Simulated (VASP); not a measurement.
A run of VASP 6.6.1:

Contents of INCAR:

```
ALGO     = Normal         # electronic algorithm
EDIFF    = 1E-6           # SCF threshold, eV
ENCUT    = 520            # plane-wave cutoff, eV
GGA      = CA             # functional
ISIF     = 2              # what is computed and relaxed
ISMEAR   = -1             # smearing method
LASPH    = T              # aspherical terms in the spheres
LCHARG   = F              # write CHGCAR
LREAL    = F              # projectors in reciprocal space
LWAVE    = F              # write WAVECAR
NBANDS   = 29             # bands
NELM     = 100            # most SCF steps
PREC     = Accurate       # precision mode
SIGMA    = 0.05           # smearing width, eV
```

The input KPOINTS:

```
k-points
0
Gamma
  9 9 9
```

POSCAR

```
TiPt3
1.0
    3.8970000000      0.0000000000      0.0000000000
    0.0000000000      3.8970000000      0.0000000000
    0.0000000000      0.0000000000      3.8970000000
Ti Pt
1 3
Direct
    0.0000000000      0.0000000000      0.0000000000
    0.0000000000      0.5000000000      0.5000000000
    0.5000000000      0.0000000000      0.5000000000
    0.5000000000      0.5000000000      0.0000000000
```

Potentials or basis: VASP PAW LDA potentials, release 64 (Ti_sv, Pt).

Run with:

```bash
$ cat potpaw_LDA.64/Ti_sv/POTCAR potpaw_LDA.64/Pt/POTCAR > POTCAR
$ mpirun -np 1 vasp_std > vasp.out
```

Hardware: 1 thread of Intel(R) Xeon(R) Platinum 8259CL CPU @ 2.50GHz (Skylake/Cascade Lake), on a shared host.

Q: Estimate the wall time of this run.

A: Run time: 82 s on 1 thread of Intel(R) Xeon(R) Platinum 8259CL CPU @ 2.50GHz (Skylake/Cascade Lake), on a shared host, peak memory 0.18 GiB. Counts: scf iterations 16, k points 35.
